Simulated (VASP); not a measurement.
Input of a VASP 6.6.1 run:

INCAR

```
ALGO     = Normal         # electronic algorithm
EDIFF    = 1E-6           # SCF threshold, eV
ENCUT    = 520            # plane-wave cutoff, eV
GGA      = PE             # functional
ISIF     = 2              # what is computed and relaxed
ISMEAR   = 0              # smearing method
ISPIN    = 2              # spin polarisation
LASPH    = T              # aspherical terms in the spheres
LCHARG   = F              # write CHGCAR
LMAXMIX  = 4              # l up to which the mixer works
LORBIT   = 11             # projections on sites
LREAL    = F              # projectors in reciprocal space
LWAVE    = F              # write WAVECAR
MAGMOM   = 1.96 2.02 2.02 # initial moments
NBANDS   = 24             # bands
NELM     = 150            # most SCF steps
PREC     = Accurate       # precision mode
SIGMA    = 0.1            # smearing width, eV
```

The input KPOINTS:

```
k-points
0
Gamma
  6 6 6
```

POSCAR

```
Co
1.0
    3.9670383984      0.0000000000      0.0000000000
   -1.9835191992      3.4355560308      0.0000000000
    0.0000000000      0.0000000000      2.4362120255
Co
3
Direct
    0.0000000000      0.0000000000      0.0000000000
    0.3333333333      0.6666666667      0.5000000000
    0.6666666667      0.3333333333      0.5000000000
```

Potentials or basis: VASP PAW PBE potentials, release 64 (Co).

Launch:

```sh
$ cat potpaw_PBE.64/Co/POTCAR > POTCAR
$ mpirun -np 1 vasp_std > vasp.out
```

(1) Estimate the pressure.

(2) Estimate the net moment.

(3) Predict the site moments.

Results:

(1) -0.8 GPa.

(2) 5.01 μB per cell.

(3) Co +1.65, +1.71 μB.

Caveat: the k points lie up to 0.43 Å⁻¹ apart.
